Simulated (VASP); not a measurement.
# Zn (Im-3m) in VASP: notebook, part 2 of 2

VASP 6.6.1. Earlier steps stand in the parts before.

## (5) Single point, RPBE+D4

This run uses another cell than the first one, of 14.60 Å³/atom, 0.945 times its volume.

Input file INCAR:

```
PREC = Accurate
ENCUT = 520
EDIFF = 1E-6
ISMEAR = -1
SIGMA = 0.05
LREAL = False
LASPH = True
NELM = 60
ALGO = Fast
ISIF = 2
LWAVE = False
LCHARG = False
GGA = RP
IVDW = 13
NBANDS = 12
```

Input file KPOINTS:

```
Automatic mesh
0
Gamma
  12 12 12
```

Input file POSCAR:

```
Zn
1.0
   -1.5397080216      1.5397080216      1.5397080216
    1.5397080216     -1.5397080216      1.5397080216
    1.5397080216      1.5397080216     -1.5397080216
Zn
1
Direct
    0.0000000000      0.0000000000      0.0000000000
```

Potentials or basis: VASP PAW PBE potentials, release 64 (Zn).

Launch:

```
$ cat potpaw_PBE.64/Zn/POTCAR > POTCAR
$ mpirun -np 1 vasp_std > vasp.out
```

OUTCAR:

```text
PREC = Accurate
   ENCUT = 520
   EDIFF = 1E-6
   ISMEAR = -1
   LREAL = False
   LASPH = True
   NELM = 60
   ISIF = 2
   GGA = RP
   IVDW = 13

 ion  position               nearest neighbor table
   1  0.000  0.000  0.000-

  LATTYP: Found a body centered cubic cell.
 ALAT       =     3.0794160432

  Lattice vectors:

 A1 = (  -1.5397080216,   1.5397080216,   1.5397080216)
 A2 = (   1.5397080216,  -1.5397080216,   1.5397080216)
 A3 = (   1.5397080216,   1.5397080216,  -1.5397080216)

Analysis of symmetry for initial positions (statically):
=====================================================================
 Subroutine PRICEL returns:
 Original cell was already a primitive cell.

 Routine SETGRP: Setting up the symmetry group for a
 body centered cubic supercell.

 Subroutine GETGRP returns: Found 48 space group operations
 (whereof 48 operations were pure point group operations)
 out of a pool of 48 trial point group operations.

The static configuration has the point symmetry O_h .

Analysis of symmetry for dynamics (positions and initial velocities):
=====================================================================
 Subroutine PRICEL returns:
 Original cell was already a primitive cell.

 Routine SETGRP: Setting up the symmetry group for a
 body centered cubic supercell.

 Subroutine GETGRP returns: Found 48 space group operations
 (whereof 48 operations were pure point group operations)
 out of a pool of 48 trial point group operations.

The dynamic configuration has the point symmetry O_h .

 Subroutine INISYM returns: Found 48 space group operations
 (whereof 48 operations are pure point group operations),
 and found     1 'primitive' translations

----------------------------------------------------------------------------------------

                                     Primitive cell

  volume of cell :      14.6007

  direct lattice vectors                    reciprocal lattice vectors
    -1.539708022  1.539708022  1.539708022     0.000000000  0.324736894  0.324736894
     1.539708022 -1.539708022  1.539708022     0.324736894  0.000000000  0.324736894
     1.539708022  1.539708022 -1.539708022     0.324736894  0.324736894  0.000000000

  length of vectors
     2.666852522  2.666852522  2.666852522     0.459247319  0.459247319  0.459247319

  position of ions in fractional coordinates (direct lattice)
     0.000000000  0.000000000  0.000000000

  ion indices of the primitive-cell ions
   primitive index   ion index
                 1           1

----------------------------------------------------------------------------------------

 KPOINTS: Automatic mesh

Automatic generation of k-mesh.
 Grid dimensions read from file:
 generate k-points for:   12   12   12

 Generating k-lattice:

  Cartesian coordinates                     Fractional coordinates (reciprocal lattice)
     0.000000000  0.027061408  0.027061408     0.083333333  0.000000000  0.000000000
     0.027061408  0.000000000  0.027061408     0.000000000  0.083333333  0.000000000
     0.027061408  0.027061408  0.000000000     0.000000000  0.000000000  0.083333333

  Length of vectors
     0.038270610  0.038270610  0.038270610

  Shift w.r.t. Gamma in fractional coordinates (k-lattice)
     0.000000000  0.000000000  0.000000000

 Subroutine IBZKPT returns following result:
 ===========================================

 Found     72 irreducible k-points:

 Following reciprocal coordinates:
            Coordinates               Weight
  0.000000  0.000000  0.000000      1.000000
  0.083333  0.000000  0.000000     12.000000
  0.166667  0.000000  0.000000     12.000000
  0.250000  0.000000  0.000000     12.000000
  0.333333  0.000000  0.000000     12.000000
  0.416667  0.000000  0.000000     12.000000
[... 16 lines left out ...]
  0.333333  0.083333  0.083333     24.000000
  0.416667  0.083333  0.083333     12.000000
 [... further k-points ...]
   k-points           NKPTS =     72   k-points in BZ     NKDIM =     72   number of bands    NBANDS=     12
   number of dos      NEDOS =    301   number of ions     NIONS =      1
   total plane-waves  NPLWV =   8000
   dimension x,y,z NGX =    20 NGY =   20 NGZ =   20
   dimension x,y,z NGXF=    40 NGYF=   40 NGZF=   40
   ions per type =               1
   NGX,Y,Z   is equivalent  to a cutoff of  12.47, 12.47, 12.47 a.u.
   NGXF,Y,Z  is equivalent  to a cutoff of  24.94, 24.94, 24.94 a.u.
 SYSTEM =  unknown system
   PREC   = accura    normal or accurate (medium, high low for compatibility)
   ISTART =      0    job   : 0-new  1-cont  2-samecut
   ICHARG =      2    charge: 1-file 2-atom 10-const
   ISPIN  =      1    spin polarized calculation?
   LNONCOLLINEAR =      F non collinear calculations
   LSORBIT =      F    spin-orbit coupling
   LASPH  =      T    aspherical Exc in radial PAW
   ENCUT  =  520.0 eV  38.22 Ry    6.18 a.u.   4.96  4.96  4.96*2*pi/ulx,y,z
   NELM   =     60;   NELMIN=  2; NELMDL= -5     # of ELM steps
   EDIFF  = 0.1E-05   stopping-criterion for ELM
   LREAL  =      F    real-space projection
   EDIFFG = 0.1E-04   stopping-criterion for IOM
   NSW    =      0    number of steps for IOM
   IBRION =     -1    ionic relax: 0-MD 1-quasi-New 2-CG
   NFREE  =      0    steps in history (QN), initial steepest desc. (CG)
   ISIF   =      2    stress and relaxation
   ISYM   =      2    0-nonsym 1-usesym 2-fastsym
   POTIM  = 0.5000    time-step for ionic-motion
   TEBEG  =    0.0;   TEEND  =   0.0 temperature during run
   PSTRESS=    0.0 pullay stress
   NELECT =      12.0000    total number of electrons
   NUPDOWN=      -1.0000    fix difference up-down
   EMIN   =  10.00;   EMAX   =-10.00  energy-range for DOS
   EFERMI =   0.00;   METHOD = LEGACY
   ISMEAR =    -1;   SIGMA  =   0.05  broadening in eV -4-tet -1-fermi 0-gaus
   EFERMI_NEDOS =   21; number of points for ismear=-14 and -15
   IALGO  =     68    algorithm
   IMIX   =      4    mixing-type and parameters
     AMIX     =   0.40;   BMIX     =  1.00
     AMIX_MAG =   1.60;   BMIX_MAG =  1.00
  volume/ion in A,a.u.               =      14.60        98.53
  Fermi-wavevector in a.u.,A,eV,Ry     =   1.533476  2.897849 31.994746  2.351547
  Thomas-Fermi vector in A             =   2.640537
   LORBIT       =      0    0 simple, 1 ext, 2 COOP (PROOUT), +10 PAW based schemes
   GGA     = RP    functional components
   LHFCALC =     F    Hartree Fock is set to
   AEXX    =    0.0000 exact exchange contribution
   IVDW    =    13    specifies the selected vdW correction
   LEPSILON=     F    determine dielectric tensor
   LRPA    =     F    only Hartree local field effects (RPA)
 non-spin polarized calculation
 RMM-DIIS sequential band-by-band and
  energy-cutoff  :      520.00
  volume of cell :       14.60
 maximum number of plane-waves:       420
   NGX =  9   NGY =  9   NGZ =  9

 number of electron      12.0000004 magnetization

 Free energy of the ion-electron system (eV)
  ---------------------------------------------------
  ext. energy  EPLUGINS =         0.00000000
  ---------------------------------------------------
  free energy    TOTEN  =        -0.62888115 eV

  energy without entropy =       -0.62518014  energy(sigma->0) =       -0.62703065

 E-fermi :   3.6827     XC(G=0): -11.6488

 val. band max:        3.6804470733   @ k =  -0.4167  -0.4167   0.0833
 cond. band min:       3.6857505923   @ k =   0.4167   0.0833   0.0000
 fundamental gap:      0.0053035190
 Fermi energy:         3.6826792225

 k-point     1 :       0.0000    0.0000    0.0000
  band No.  band energies     occupation
      1      -7.1438      2.00000
      2      -4.2654      2.00000
      3      -4.2654      2.00000
      4      -4.2654      2.00000
      5      -3.7192      2.00000
      6      -3.7192      2.00000
      7      23.6908      0.00000
      8      23.6908      0.00000
      9      23.6908      0.00000
     10      24.7937      0.00000
     11      24.7937      0.00000
     12      24.7937      0.00000
[... 331 lines left out ...]
 k-point    24 :       0.4167    0.0833    0.0833
  band No.  band energies     occupation
      1      -4.8491      2.00000
      2      -4.5966      2.00000
      3      -3.7286      2.00000
      4      -3.6799      2.00000
      5      -3.6211      2.00000
      6       1.4917      2.00000
      7       3.0761      1.99999
      8      12.5912      0.00000
      9      13.1400      0.00000
     10      23.6836      0.00000
     11      24.7319      0.00000
     12      32.6189      0.00000

 [... further k-points ...]

------------------------ aborting loop because EDIFF is reached ----------------------------------------

  DFT-D4 for vdW energy calculation

  Edisp (eV):   -0.67121

  FORCE on cell =-STRESS in cart. coord.  units (eV):
  Direction    XX          YY          ZZ          XY          YZ          ZX
  --------------------------------------------------------------------------------------
  -------------------------------------------------------------------------------------
  Total       0.02003     0.02003     0.02003    -0.00000    -0.00000    -0.00000
  in kB       2.19848     2.19848     2.19848    -0.00000    -0.00000    -0.00000
  external pressure =        2.20 kB  Pullay stress =        0.00 kB

 VOLUME and BASIS-vectors are now :
 -----------------------------------------------------------------------------
  energy-cutoff  :      520.00
  volume of cell :       14.60
      direct lattice vectors                 reciprocal lattice vectors
    -1.539708022  1.539708022  1.539708022     0.000000000  0.324736894  0.324736894
     1.539708022 -1.539708022  1.539708022     0.324736894  0.000000000  0.324736894
     1.539708022  1.539708022 -1.539708022     0.324736894  0.324736894  0.000000000

 POSITION                                       TOTAL-FORCE (eV/Angst)
 -----------------------------------------------------------------------------------
      0.00000      0.00000      0.00000         0.000000     -0.000000      0.000000
 -----------------------------------------------------------------------------------
    total drift:                                0.000000      0.000000      0.000000

  FREE ENERGIE OF THE ION-ELECTRON SYSTEM (eV)
  ---------------------------------------------------
  free  energy   TOTEN  =        -1.3000897387 eV

  energy  without entropy=       -1.2963887239  energy(sigma->0) =       -1.29823923
```

Wall time 9.2 s (1 thread of Intel Xeon Platinum 8259CL at 2.50GHz (Skylake/Cascade Lake), shared host); peak memory 0.13 GiB.

Results:

| Property | Result |
| --- | --- |
| Free energy | -1.3001 eV |
| Pressure | 0.2 GPa |
| Band gap on the k mesh | zero (band 6 reaches 7.96 eV, above the bottom of band 7 at 2.79 eV) |
| Dispersion energy per atom | -0.671 eV |

Levels at points of the mesh, in eV from the Fermi level:
```csv
k point,band 2,band 3,band 4,band 5,band 6,band 7,band 8,band 9,band 10,band 11
"(0.00, 0.00, 0.00)",-7.95,-7.95,-7.95,-7.40,-7.40,20.01,20.01,20.01,21.11,21.11
"(0.50, 0.00, 0.00)",-8.28,-7.43,-7.36,-7.04,-2.93,-0.89,11.79,13.02,15.67,17.37
"(0.50, 0.50, 0.50)",-8.57,-7.12,-7.12,-7.12,4.27,4.27,4.27,8.22,8.66,8.66
```

Caveat: the PAW data sets were made with another functional, which shifts forces and pressure a little; pairwise dispersion overbinds metals, which lowers pressure and volume.

## (6) Summary

```csv
task,level,cell,cutoff (eV),gap on the mesh (eV),pressure (GPa)
relaxation of cell and atoms,PBEsol,"relaxed to 20 GPa from a = 2.718 Å, angles 109.5°, 1 atom",600,none,20.0
relaxation of cell and atoms,PBEsol,"relaxed to 30 GPa from a = 2.718 Å, angles 109.5°, 1 atom",600,none,30.0
single point,revPBE+D3(BJ),"a = 2.629 Å, angles 109.5°, 1 atom",520,none,0.4
single point,RPBE+D4,"a = 2.667 Å, angles 109.5°, 1 atom",520,none,0.2
```

Alike in all rows: potentials or basis VASP PAW PBE potentials, release 64 (Zn); no spin polarisation; k mesh 12 × 12 × 12; smearing fermi-dirac 0.05 eV.

Caveats: the PAW data sets were made with another functional, which shifts forces and pressure a little; the cell is relaxed towards a set pressure, so the enthalpy falls and the energy may rise (some runs); the volume moved by over 15 % at a fixed basis, so the end points are rough (some runs); pairwise dispersion overbinds metals, which lowers pressure and volume (some runs).

Absolute energies hang on the potentials; compare differences alone.
